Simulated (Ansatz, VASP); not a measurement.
# Mg7CoO8: VASP beside Ansatz

```xyz
16
Lattice="0.0000 4.3481 4.3481 4.3481 0.0000 4.3481 4.3481 4.3481 0.0000" Properties=species:S:1:pos:R:3 pbc="T T T"
Mg    4.3722    8.6422    4.3201
Mg    6.4618    2.2500    4.3144
Mg    4.3546    6.5047    6.4947
Mg    0.0655    2.1250    2.1623
Mg    2.1384    4.3052    2.1814
Mg    6.4950    6.4567    4.3227
Mg    4.3000    4.3890    4.2957
Co    2.1861    4.3468    6.4708
O     2.1779    2.1784    2.1434
O     4.3018    4.3390    2.1420
O     4.4013    2.1072    4.3801
O     6.5061    4.3602    4.3365
O     2.1568    4.2916    4.3442
O     4.3268    6.5519    4.3567
O     4.3677    4.3454    6.5565
O     6.4452    6.4684    6.4971
```

Alike in both runs: task single point; functional LDA; k mesh 2 × 2 × 2; occupations gaussian, width 0.01 eV; collinear spin; Hubbard terms Co d U = 3.2 eV.

|  | VASP | Ansatz |
| --- | --- | --- |
| version | VASP 6.6.1 | Ansatz 0.2.0 |
| potentials or method | VASP PAW LDA potentials, release 64 (Mg, Co, O), cutoff 520 eV | PAW, plane waves, scalar-relativistic |
| valence electrons in the cell | 71 | 135 |

VASP gave:

- pressure (GPa): -19.0
- rms of the force components (eV/Å): 0.272
- net moment per atom (μB): 0.19
- size of the moment on the site where the two differ most (μB): 2.66

Question: Which values does Ansatz return?

Answer: Pressure (GPa): -17.2; rms of the force components (eV/Å): 0.267; net moment per atom (μB): 0.19; size of the moment on the site where the two differ most (μB): 2.53.

LDA's correlation is that of Perdew and Zunger in VASP and of Perdew and Wang (1992) in Ansatz. Site moments also hang on the region over which each program counts them. The programs project onto different local orbitals, so the same U acts differently, and such runs can settle in different states. VASP's potentials hold 71 valence electrons a cell and Ansatz's 135, so a difference there can come from the potentials and not from the codes.

The k mesh is coarse, so the values compare programs but aren't converged.
